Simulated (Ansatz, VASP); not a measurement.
# One calculation of As, two programs

INCAR

```
  ALGO = Normal
  EDIFF = 1E-7
  ENCUT = 520
  GGA = PE
  ISIF = 2
  ISMEAR = 0
  LASPH = T
  LCHARG = F
  LREAL = F
  LWAVE = F
  NBANDS = 30
  NELM = 100
  PREC = Accurate
  SIGMA = 0.1
```

KPOINTS

```
k-points
0
Gamma
  4 4 4
```

POSCAR

```
As
1.0
   -3.5050532000      3.5050532000      3.5050532000
    3.5050532000     -3.5050532000      3.5050532000
    3.5050532000      3.5050532000     -3.5050532000
As
8
Direct
    0.2006000000      0.2006000000      0.2006000000
    0.5000000000      0.0000000000      0.2994000000
    0.2994000000      0.5000000000      0.0000000000
    0.0000000000      0.2994000000      0.5000000000
    0.7994000000      0.7994000000      0.7994000000
    0.5000000000      0.0000000000      0.7006000000
    0.7006000000      0.5000000000      0.0000000000
    0.0000000000      0.7006000000      0.5000000000
```

Input for Ansatz:

```yaml
crystal:
  lattice:
    - [-3.5050532, 3.5050532, 3.5050532]
    - [3.5050532, -3.5050532, 3.5050532]
    - [3.5050532, 3.5050532, -3.5050532]
  atoms:
    - { symbol: As, position: [0.2006, 0.2006, 0.2006] }
    - { symbol: As, position: [0.5, 0.0, 0.2994] }
    - { symbol: As, position: [0.2994, 0.5, 0.0] }
    - { symbol: As, position: [0.0, 0.2994, 0.5] }
    - { symbol: As, position: [0.7994, 0.7994, 0.7994] }
    - { symbol: As, position: [0.5, 0.0, 0.7006] }
    - { symbol: As, position: [0.7006, 0.5, 0.0] }
    - { symbol: As, position: [0.0, 0.7006, 0.5] }
basis:
  ecutwfc: 420
kpoints:
  mp_grid: { grid: [4, 4, 4] }
hamiltonian:
  xc: pbe
scf:
  occupations: { method: gaussian, width: 0.1 }
  lower_state_search: "off"
output:
  forces: true
  stress: true
  eigenvalues: true
```

Alike in both runs: task single point; functional PBE; k mesh 4 × 4 × 4; occupations gaussian, width 0.1 eV; no spin polarisation.

```csv
,VASP,Ansatz
version,VASP 6.6.1,Ansatz 0.2.0
potentials or method,"VASP PAW PBE potentials, release 64 (As), cutoff 520 eV","scalar-relativistic, plane waves, PAW"
valence electrons in the cell,40,120
```

VASP gave:

* gap on the k mesh at the Fermi level (eV): none
* pressure (GPa): 12.2
* rms of the force components (eV/Å): 0.272

Q: Estimate Ansatz's values.

A: gap on the k mesh at the Fermi level (eV): none; pressure (GPa): 11.8; rms of the force components (eV/Å): 0.249.

Atom by atom the forces differ by 0.023 eV/Å (rms over components). A gap of «none» marks a metal or a gap that the smearing closes. VASP's potentials hold 40 valence electrons a cell and Ansatz's 120, so a difference there can come from the potentials and not from the codes.
